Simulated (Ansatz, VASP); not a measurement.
Ta16F: VASP beside Ansatz

```xyz
17
Lattice="6.6415 0.0000 0.0000 0.0000 6.6415 0.0000 0.0000 0.0000 6.6415" Properties=species:S:1:pos:R:3 pbc="T T T"
Ta    0.0438   -0.0449   -0.0014
Ta    1.6608    1.6589    1.6723
Ta    0.0598   -0.0604    3.3196
Ta    1.6611    1.6590    4.9670
Ta    0.0441    3.3627   -0.0013
Ta    1.6610    4.9796    1.6840
Ta    0.0601    3.3788    3.3196
Ta    1.6609    4.9797    4.9552
Ta    3.2784   -0.0446   -0.0010
Ta    4.9826    1.6592    1.3250
Ta    3.2626   -0.0602    3.3196
Ta    4.9818    1.6595    5.3144
Ta    3.2781    3.3624   -0.0008
Ta    4.9821    4.9796    1.6725
Ta    3.2623    3.3784    3.3197
Ta    4.9816    4.9794    4.9668
F     4.9780    1.6554    3.3197
```

Alike in both runs: functional PBE; k mesh 3 × 3 × 3; occupations methfessel-paxton of order 1, width 0.1 eV; no spin polarisation.

Ansatz relaxed the structure, and its values are those at the end. VASP's run is a single point on that final structure, the one shown.

```csv
,VASP,Ansatz
version,VASP 6.6.1,Ansatz 0.2.0
potentials or method,"VASP PAW PBE potentials, release 64 (Ta_pv, F), cutoff 520 eV",plane-wave PAW DFT
valence electrons in the cell,183,215
```

|  | VASP | Ansatz | Ansatz less VASP |
| --- | --- | --- | --- |
| rms of the force components (eV/Å) | 0.013 | 0.009 | -0.0038 |

The functional is the same, so the differences come from potentials, cutoffs and numerics. VASP's potentials hold 183 valence electrons a cell and Ansatz's 215, so a difference there can come from the potentials and not from the codes.

Neither program's run includes spin-orbit coupling.
